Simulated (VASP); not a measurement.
# Se (P3_121) in VASP: a series of runs

Se is run at these levels: PBE; tasks: single point.

Program: VASP 6.6.1. These are calculated values, not measurements. Logs are shortened: lines on timing, memory, paths and dates and some standing lists are left out, and cuts for length are marked.

### Step 1. The cell of the first run

It takes space group P3_121 (No. 152, trigonal). Conventional cell: a = 4.277 Å, b = 4.277 Å, c = 4.852 Å, α = 90.00°, β = 90.00°, γ = 120.00°. Within 3.1 Å of Se (site symmetry 2) lie 2 Se at 2.32 Å.

### Step 2. Single point, PBE (25.63 Å³/atom)

INCAR

```
PREC = Accurate
ENCUT = 520
EDIFF = 1E-7
ISMEAR = -1
SIGMA = 0.03
LREAL = False
LASPH = True
NELM = 80
ALGO = Normal
ISIF = 2
LWAVE = False
LCHARG = False
GGA = PE
NBANDS = 16
```

KPOINTS

```
regular mesh
0
Gamma
  6 6 5
```

POSCAR

```
Se
1.0
    4.2770688178      0.0000000000      0.0000000000
   -2.1385344090      3.7040502500      0.0000000000
    0.0000000000      0.0000000000      4.8524777481
Se
3
Direct
    0.2254000000      0.0000000000      0.3333333333
    0.0000000000      0.2254000000      0.6666666667
    0.7746000000      0.7746000000      0.0000000000
```

Potentials or basis: VASP PAW PBE potentials, release 64 (Se).

Run with:

```
> cat potpaw_PBE.64/Se/POTCAR > POTCAR
> mpirun -np 1 vasp_std > vasp.out
```

OUTCAR:

```text
PREC = Accurate
   ENCUT = 520
   EDIFF = 1E-7
   ISMEAR = -1
   LREAL = False
   LASPH = True
   NELM = 80
   ISIF = 2
   GGA = PE

 ion  position               nearest neighbor table
   1  0.225  0.000  0.333-   3 2.32   2 2.32
   2  0.000  0.225  0.667-   3 2.32   1 2.32
   3  0.775  0.775  0.000-   1 2.32   2 2.32

  LATTYP: Found a hexagonal cell.
 ALAT       =     4.2770688178
 C/A-ratio  =     1.1345334749

  Lattice vectors:

 A1 = (   4.2770688178,   0.0000000000,   0.0000000000)
 A2 = (  -2.1385344090,   3.7040502500,   0.0000000000)
 A3 = (   0.0000000000,   0.0000000000,   4.8524777481)

Analysis of symmetry for initial positions (statically):
=====================================================================
 Subroutine PRICEL returns:
 Original cell was already a primitive cell.

 Routine SETGRP: Setting up the symmetry group for a
 hexagonal supercell.

 Subroutine GETGRP returns: Found  6 space group operations
 (whereof  2 operations were pure point group operations)
 out of a pool of 24 trial point group operations.

The static configuration has the point symmetry C_2 .
 The point group associated with its full space group is D_3 .

Analysis of symmetry for dynamics (positions and initial velocities):
=====================================================================
 Subroutine PRICEL returns:
 Original cell was already a primitive cell.

 Routine SETGRP: Setting up the symmetry group for a
 hexagonal supercell.

 Subroutine GETGRP returns: Found  6 space group operations
 (whereof  2 operations were pure point group operations)
 out of a pool of 24 trial point group operations.

The dynamic configuration has the point symmetry C_2 .
 The point group associated with its full space group is D_3 .

 Subroutine INISYM returns: Found  6 space group operations
 (whereof  2 operations are pure point group operations),
 and found     1 'primitive' translations

----------------------------------------------------------------------------------------

                                     Primitive cell

  volume of cell :      76.8753

  direct lattice vectors                    reciprocal lattice vectors
     4.277068818  0.000000000  0.000000000     0.233804982  0.134987370  0.000000000
    -2.138534409  3.704050250  0.000000000     0.000000000  0.269974739  0.000000000
     0.000000000  0.000000000  4.852477748     0.000000000  0.000000000  0.206080286

  length of vectors
     4.277068818  4.277068818  4.852477748     0.269974739  0.269974739  0.206080286

  position of ions in fractional coordinates (direct lattice)
     0.225400000  0.000000000  0.333333333
     0.000000000  0.225400000  0.666666667
     0.774600000  0.774600000  0.000000000

  ion indices of the primitive-cell ions
   primitive index   ion index
                 1           1
                 2           2
                 3           3

----------------------------------------------------------------------------------------

 KPOINTS: regular mesh

Automatic generation of k-mesh.
 Grid dimensions read from file:
 generate k-points for:    6    6    5

 Generating k-lattice:

  Cartesian coordinates                     Fractional coordinates (reciprocal lattice)
     0.038967497  0.022497895  0.000000000     0.166666667  0.000000000  0.000000000
     0.000000000  0.044995790  0.000000000     0.000000000  0.166666667  0.000000000
     0.000000000  0.000000000  0.041216057     0.000000000  0.000000000  0.200000000

  Length of vectors
     0.044995790  0.044995790  0.041216057

  Shift w.r.t. Gamma in fractional coordinates (k-lattice)
     0.000000000  0.000000000  0.000000000

 Subroutine IBZKPT returns following result:
 ===========================================

 Found     27 irreducible k-points:

 Following reciprocal coordinates:
            Coordinates               Weight
  0.000000  0.000000  0.000000      1.000000
  0.166667  0.000000  0.000000      6.000000
  0.333333  0.000000  0.000000      6.000000
  0.500000  0.000000  0.000000      3.000000
  0.166667  0.166667  0.000000      6.000000
  0.333333  0.166667  0.000000     12.000000
[... 16 lines left out ...]
  0.500000  0.000000  0.400000      6.000000
  0.166667  0.166667  0.400000     12.000000
 [... further k-points ...]
   k-points           NKPTS =     27   k-points in BZ     NKDIM =     27   number of bands    NBANDS=     16
   number of dos      NEDOS =    301   number of ions     NIONS =      3
   total plane-waves  NPLWV =  36864
   dimension x,y,z NGX =    32 NGY =   32 NGZ =   36
   dimension x,y,z NGXF=    64 NGYF=   64 NGZF=   72
   ions per type =               3
   NGX,Y,Z   is equivalent  to a cutoff of  12.44, 12.44, 12.33 a.u.
   NGXF,Y,Z  is equivalent  to a cutoff of  24.88, 24.88, 24.67 a.u.
 SYSTEM =  unknown system
   PREC   = accura    normal or accurate (medium, high low for compatibility)
   ISTART =      0    job   : 0-new  1-cont  2-samecut
   ICHARG =      2    charge: 1-file 2-atom 10-const
   ISPIN  =      1    spin polarized calculation?
   LNONCOLLINEAR =      F non collinear calculations
   LSORBIT =      F    spin-orbit coupling
   LASPH  =      T    aspherical Exc in radial PAW
   ENCUT  =  520.0 eV  38.22 Ry    6.18 a.u.   7.95  7.95  9.02*2*pi/ulx,y,z
   NELM   =     80;   NELMIN=  2; NELMDL= -5     # of ELM steps
   EDIFF  = 0.1E-06   stopping-criterion for ELM
   LREAL  =      F    real-space projection
   EDIFFG = 0.1E-05   stopping-criterion for IOM
   NSW    =      0    number of steps for IOM
   IBRION =     -1    ionic relax: 0-MD 1-quasi-New 2-CG
   NFREE  =      0    steps in history (QN), initial steepest desc. (CG)
   ISIF   =      2    stress and relaxation
   ISYM   =      2    0-nonsym 1-usesym 2-fastsym
   POTIM  = 0.5000    time-step for ionic-motion
   TEBEG  =    0.0;   TEEND  =   0.0 temperature during run
   PSTRESS=    0.0 pullay stress
   NELECT =      18.0000    total number of electrons
   NUPDOWN=      -1.0000    fix difference up-down
   EMIN   =  10.00;   EMAX   =-10.00  energy-range for DOS
   EFERMI =   0.00;   METHOD = LEGACY
   ISMEAR =    -1;   SIGMA  =   0.03  broadening in eV -4-tet -1-fermi 0-gaus
   EFERMI_NEDOS =   21; number of points for ismear=-14 and -15
   IALGO  =     38    algorithm
   IMIX   =      4    mixing-type and parameters
     AMIX     =   0.40;   BMIX     =  1.00
     AMIX_MAG =   1.60;   BMIX_MAG =  1.00
  volume/ion in A,a.u.               =      25.63       172.93
  Fermi-wavevector in a.u.,A,eV,Ry     =   1.009029  1.906787 13.852616  1.018139
  Thomas-Fermi vector in A             =   2.141932
   LORBIT       =      0    0 simple, 1 ext, 2 COOP (PROOUT), +10 PAW based schemes
   GGA     = PE    functional components
   LHFCALC =     F    Hartree Fock is set to
   AEXX    =    0.0000 exact exchange contribution
   IVDW    =     0    specifies the selected vdW correction
   LEPSILON=     F    determine dielectric tensor
   LRPA    =     F    only Hartree local field effects (RPA)
 non-spin polarized calculation
  energy-cutoff  :      520.00
  volume of cell :       76.88
 maximum number of plane-waves:      2094
   NGX = 15   NGY = 15   NGZ = 19

 number of electron      17.9999998 magnetization

 Free energy of the ion-electron system (eV)
  ---------------------------------------------------
  ext. energy  EPLUGINS =         0.00000000
  ---------------------------------------------------
  free energy    TOTEN  =       -10.31661857 eV

  energy without entropy =      -10.31661857  energy(sigma->0) =      -10.31661857

 E-fermi :   3.9048     XC(G=0):  -9.1129

 val. band max:        3.2344415114   @ k =  -0.1667   0.5000   0.4000
 cond. band min:       4.5033696595   @ k =   0.0000   0.0000   0.4000
 fundamental gap:      1.2689281481
 Fermi energy:         3.9047588278

 k-point     1 :       0.0000    0.0000    0.0000
  band No.  band energies     occupation
      1     -13.0573      2.00000
      2      -8.5748      2.00000
      3      -8.5748      2.00000
      4      -0.7412      2.00000
      5      -0.6858      2.00000
      6      -0.6858      2.00000
[... 8 lines left out ...]
     15       9.6576      0.00000
     16      11.6570      0.00000

 k-point     2 :       0.1667    0.0000    0.0000
  band No.  band energies     occupation
      1     -12.9407      2.00000
      2      -8.6822      2.00000
      3      -8.5584      2.00000
      4      -1.5498      2.00000
      5      -1.0570      2.00000
      6      -0.4811      2.00000
[... 8 lines left out ...]
     15      10.7278      0.00000
     16      11.6497      0.00000

 k-point     3 :       0.3333    0.0000    0.0000
  band No.  band energies     occupation
      1     -12.6748      2.00000
      2      -8.9615      2.00000
      3      -8.5244      2.00000
      4      -2.1229      2.00000
      5      -1.5100      2.00000
      6      -0.5545      2.00000
[... 8 lines left out ...]
     15      11.8257      0.00000
     16      12.8678      0.00000

 k-point     4 :       0.5000    0.0000    0.0000
  band No.  band energies     occupation
      1     -12.5193      2.00000
      2      -9.1392      2.00000
      3      -8.5069      2.00000
      4      -2.2412      2.00000
      5      -1.6983      2.00000
      6      -0.4162      2.00000
[... 8 lines left out ...]
     15      13.0228      0.00000
     16      13.0478      0.00000
[... 324 lines left out ...]
 k-point    22 :       0.0000    0.3333    0.4000
  band No.  band energies     occupation
      1     -11.9156      2.00000
      2     -11.0383      2.00000
      3      -7.0413      2.00000
      4      -2.6726      2.00000
      5      -1.5025      2.00000
      6      -0.7897      2.00000
[... 8 lines left out ...]
     15      11.2229      0.00000
     16      12.4339      0.00000

 k-point    23 :       0.5000    0.0000    0.4000
  band No.  band energies     occupation
      1     -11.7911      2.00000
      2     -10.9320      2.00000
      3      -7.3670      2.00000
      4      -2.9281      2.00000
      5      -1.6445      2.00000
      6      -0.9870      2.00000
[... 8 lines left out ...]
     15      12.5111      0.00000
     16      12.7590      0.00000

 k-point    24 :       0.1667    0.1667    0.4000
  band No.  band energies     occupation
      1     -11.9807      2.00000
      2     -11.0759      2.00000
      3      -6.9066      2.00000
      4      -2.3995      2.00000
      5      -1.4581      2.00000
      6      -0.8034      2.00000
[... 8 lines left out ...]
     15      11.3512      0.00000
     16      11.7158      0.00000

 [... further k-points ...]
[... 5 lines left out ...]
  --------------------------------------------------------------------------------------
  -------------------------------------------------------------------------------------
  Total        2.8310356      2.8310356      4.8663116     -0.0000000      0.0000000     -0.0000000
  in kB       59.0023427     59.0023427    101.4200535     -0.0000000      0.0000000     -0.0000000
  external PRESSURE =      73.1415797 kB  Pullay stress =       0.0000000 kB

 VOLUME and BASIS-vectors are now :
 -----------------------------------------------------------------------------
  energy-cutoff  :      520.00
  volume of cell :       76.88
      direct lattice vectors                 reciprocal lattice vectors
     4.277068818  0.000000000  0.000000000     0.233804982  0.134987370  0.000000000
    -2.138534409  3.704050250  0.000000000     0.000000000  0.269974739  0.000000000
     0.000000000  0.000000000  4.852477748     0.000000000  0.000000000  0.206080286

 POSITION                                       TOTAL-FORCE (eV/Angst)
 -----------------------------------------------------------------------------------
      0.96405      0.00000      1.61749         1.142329      0.000000     -0.000000
     -0.48203      0.83489      3.23499        -0.571165      0.989286      0.000000
      1.65651      2.86916      0.00000        -0.571165     -0.989286      0.000000
 -----------------------------------------------------------------------------------
    total drift:                               -0.000000     -0.000000      0.000000

  FREE ENERGIE OF THE ION-ELECTRON SYSTEM (eV)
  ---------------------------------------------------
  free  energy   TOTEN  =       -10.3166185685 eV

  energy  without entropy=      -10.3166185684  energy(sigma->0) =      -10.31661857
```

Run time: 13 s. Hardware: 1 thread of Intel Xeon 6975P-C (Granite Rapids), shared host; peak memory 0.18 GiB.

Results:

```
Free energy            : -10.3166 eV
Pressure               : 7.3 GPa
Largest force          : 1.142 eV/Å
Band gap on the k mesh : 1.27 eV (least direct gap 1.61 eV)
```

Forces in eV/Å, atoms in the order of the input:
```
Se   1.142  0.000  0.000
Se  -0.571  0.989  0.000
Se  -0.571 -0.989  0.000
```

Caveat: the cell stands under pressure; forces of over 1 eV/Å act on the atoms, so gaps and moduli don't describe the material at rest. A k mesh can miss the band edges.

### Step 3. Single point, PBE (26.72 Å³/atom)

This run uses another cell than the first one, of 26.72 Å³/atom.

INCAR

```
PREC = Accurate
ENCUT = 520
EDIFF = 1E-6
ISMEAR = -1
SIGMA = 0.03
LREAL = F
LASPH = T
NELM = 100
ALGO = Normal
ISIF = 2
LWAVE = F
LCHARG = F
GGA = PE
NBANDS = 16
```

KPOINTS is that of step 2.

POSCAR

```
Se
1.0
    4.3368957106      0.0000000000      0.0000000000
   -2.1684478553      3.7558618590      0.0000000000
    0.0000000000      0.0000000000      4.9203533607
Se
3
Direct
    0.2254000000      0.0000000000      0.3333333333
    0.0000000000      0.2254000000      0.6666666667
    0.7746000000      0.7746000000      0.0000000000
```

Potentials or basis: VASP PAW PBE potentials, release 64 (Se).

Run with:

```
> cat potpaw_PBE.64/Se/POTCAR > POTCAR
> mpirun -np 1 vasp_std > vasp.out
```

Wall time 12 s (1 thread of Intel Xeon 6975P-C (Granite Rapids), shared host); peak memory 0.19 GiB.

Results (log left out):

| Property | Result |
| --- | --- |
| Free energy | -10.4334 eV |
| Pressure | 4.2 GPa |
| Largest force | 0.652 eV/Å |
| Band gap on the k mesh | 1.30 eV (least direct gap 1.55 eV) |

Forces in eV/Å, atoms in the order of the input:
```
Se   0.652  0.000  0.000
Se  -0.326  0.565  0.000
Se  -0.326 -0.565  0.000
```

Stress tensor (GPa, compression positive):
```
3.38 0.00 0.00
0.00 3.38 0.00
0.00 0.00 5.92
```

Levels at points of the mesh, in eV from the valence-band top:
```
           k point  band 6  band 7  band 8  band 9  band 10  band 11  band 12  band 13
(0.00, 0.00, 0.00)   -3.76   -2.03   -2.03   -0.34     2.02     2.02     2.28     6.31
(0.50, 0.00, 0.00)   -3.44   -2.87   -1.74   -0.94     2.05     2.46     4.32     5.31
```

Caveat: the cell stands under pressure. A k mesh can miss the band edges.

### Step 4. Single point, PBE (27.53 Å³/atom)

This run uses another cell than the first one, of 27.53 Å³/atom.

INCAR

```
  ALGO = Normal
  EDIFF = 1E-7
  ENCUT = 520
  GGA = PE
  ISIF = 2
  ISMEAR = -1
  LASPH = T
  LCHARG = F
  LREAL = F
  LWAVE = F
  NBANDS = 16
  NELM = 60
  PREC = Accurate
  SIGMA = 0.03
```

KPOINTS

```
k-points
0
Gamma
  6 6 5
```

POSCAR

```
Se
1.0
    4.3807057031      0.0000000000      0.0000000000
   -2.1903528516      3.7938024255      0.0000000000
    0.0000000000      0.0000000000      4.9700572638
Se
3
Direct
    0.2254000000      0.0000000000      0.3333333333
    0.0000000000      0.2254000000      0.6666666667
    0.7746000000      0.7746000000      0.0000000000
```

Run with:

```
> cat potpaw_PBE.64/Se/POTCAR > POTCAR
> mpirun -np 1 vasp_std > vasp.out
```

Run time: 18 s. Hardware: 1 thread of Intel Xeon 6975P-C (Granite Rapids), shared host; peak memory 0.21 GiB.

Results (log left out):

```yaml
Free_energy: -10.4831 eV
Pressure: 2.3 GPa
Largest_force: 0.327 eV/Å
Band_gap_on_the_k_mesh: 1.32 eV (least direct gap 1.49 eV)
```

Forces on the atoms (eV/Å):
```
Se   0.327  0.000  0.000
Se  -0.164  0.284  0.000
Se  -0.164 -0.284  0.000
```

Stress tensor (GPa, compression positive):
```
1.81 0.00 0.00
0.00 1.81 0.00
0.00 0.00 3.28
```

Levels at points of the mesh, in eV from the valence-band top:
```tsv
k point	band 5	band 6	band 7	band 8	band 9	band 10	band 11	band 12	band 13	band 14
(0.00, 0.00, 0.00)	-3.70	-3.61	-1.91	-1.91	-0.30	1.97	1.97	2.27	6.25	6.61
(0.50, 0.00, 0.00)	-4.56	-3.30	-2.76	-1.65	-0.88	2.03	2.42	4.17	5.41	7.78
```

A k mesh can miss the band edges.

### Step 5. Single point, PBE (28.35 Å³/atom)

This run uses another cell than the first one, of 28.35 Å³/atom.

INCAR

```
SYSTEM = Se
PREC     = Accurate       ! precision mode
ENCUT    = 520            ! plane-wave cutoff, eV
EDIFF    = 1E-6           ! SCF threshold, eV
ISMEAR   = -1             ! smearing method
SIGMA    = 0.03           ! smearing width, eV
LREAL    = .FALSE.        ! projectors in reciprocal space
LASPH    = .TRUE.         ! aspherical terms in the spheres
NELM     = 60             ! most SCF steps
ALGO     = Normal         ! electronic algorithm
ISIF     = 2              ! what is computed and relaxed
LWAVE    = .FALSE.        ! write WAVECAR
LCHARG   = .FALSE.        ! write CHGCAR
GGA      = PE             ! functional
NBANDS   = 16             ! bands
```

KPOINTS

```
Automatic mesh
0
G
  6 6 5
  0 0 0
```

POSCAR

```
Se
1.0
    4.4236565372      0.0000000000      0.0000000000
   -2.2118282686      3.8309989389      0.0000000000
    0.0000000000      0.0000000000      5.0187864228
Se
3
Direct
    0.2254000000      0.0000000000      0.3333333333
    0.0000000000      0.2254000000      0.6666666667
    0.7746000000      0.7746000000      0.0000000000
```

Run with:

```
> cat potpaw_PBE.64/Se/POTCAR > POTCAR
> mpirun -np 1 vasp_std > vasp.out
```

Wall time 15 s (1 thread of Intel Xeon 6975P-C (Granite Rapids), shared host); peak memory 0.21 GiB.

The run converged. Its results:

| Quantity | Value |
| --- | --- |
| Free energy | -10.5055 eV |
| Pressure | 0.7 GPa |
| Largest force | 0.037 eV/Å |
| Band gap on the k mesh | 1.33 eV (least direct gap 1.44 eV) |

Forces in eV/Å, atoms in the order of the input:
```
Se   0.037  0.000  0.000
Se  -0.018  0.032  0.000
Se  -0.018 -0.032  0.000
```

Stress tensor (GPa, compression positive):
```
0.47 0.00 0.00
0.00 0.47 0.00
0.00 0.00 1.03
```

Levels at points of the mesh, in eV from the valence-band top:
| k point | band 7 | band 8 | band 9 | band 10 | band 11 | band 12 |
| --- | --- | --- | --- | --- | --- | --- |
| (0.00, 0.00, 0.00) | -1.80 | -1.80 | -0.26 | 1.93 | 1.93 | 2.26 |
| (0.50, 0.00, 0.00) | -2.65 | -1.58 | -0.83 | 2.00 | 2.38 | 4.03 |

### Step 6. The runs side by side

```csv
cell,gap on the mesh (eV),pressure (GPa),largest force (eV/Å)
"a = 4.277, b = 4.277, c = 4.852 Å, angles 90.0, 90.0, 120.0°, 3 atoms",1.27,7.3,1.14
"a = 4.337, b = 4.337, c = 4.920 Å, angles 90.0, 90.0, 120.0°, 3 atoms",1.30,4.2,0.65
"a = 4.381, b = 4.381, c = 4.970 Å, angles 90.0, 90.0, 120.0°, 3 atoms",1.32,2.3,0.33
"a = 4.424, b = 4.424, c = 5.019 Å, angles 90.0, 90.0, 120.0°, 3 atoms",1.33,0.7,0.04
```

Alike in all rows: task single point; level PBE; potentials or basis VASP PAW PBE potentials, release 64 (Se); no spin polarisation; k mesh 6 × 6 × 5; cutoff (eV) 520; smearing fermi-dirac 0.03 eV.

Caveats: the cell stands under pressure (at least some runs); forces of over 1 eV/Å act on the atoms, so gaps and moduli don't describe the material at rest (at least some runs).

Total energies depend on the potentials used, so only differences within one code and one set of settings carry meaning.
